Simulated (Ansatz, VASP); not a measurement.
# Two plane-wave programs on Mo

```xyz
8
Lattice="2.9762 0.0000 0.0000 0.0000 4.2090 0.0000 0.0000 0.0000 28.3334" Properties=species:S:1:pos:R:3 pbc="T T T"
Mo    1.4881    0.0000   14.7475
Mo    0.0000    2.1045   15.0068
Mo    0.0000    4.2090   17.1883
Mo    1.4881    2.1045   17.2111
Mo    1.4881    4.2090   19.5082
Mo    0.0000    2.1045   19.5055
Mo    0.0000    0.0000   21.7757
Mo    1.4881    2.1045   21.7394
```

Alike in both runs: task single point; functional PBEsol; k mesh 12 × 8 × 1; occupations methfessel-paxton of order 1, width 0.1 eV; no spin polarisation.

|  | VASP | Ansatz |
| --- | --- | --- |
| version | VASP 6.6.1 | Ansatz 0.2.0 |
| potentials or method | VASP PAW PBE potentials, release 64 (Mo_sv), cutoff 520 eV | scalar-relativistic, plane waves, PAW |
| valence electrons in the cell | 112 | 112 |

VASP gave:

```
gap on the k mesh at the Fermi level (eV) : none
rms of the force components (eV/Å)        : 0.231
```

**Question.** What did Ansatz give for the same quantities?

**Answer.** gap on the k mesh at the Fermi level (eV): none; rms of the force components (eV/Å): 0.233.

VASP's potentials were made for PBE, not for PBEsol, and Ansatz warns of the same on its side. Atom by atom the forces differ by 0.010 eV/Å (rms over components). A gap of «none» marks a metal or a gap that the smearing closes. Ansatz's warnings: xc potential rough in thin density.
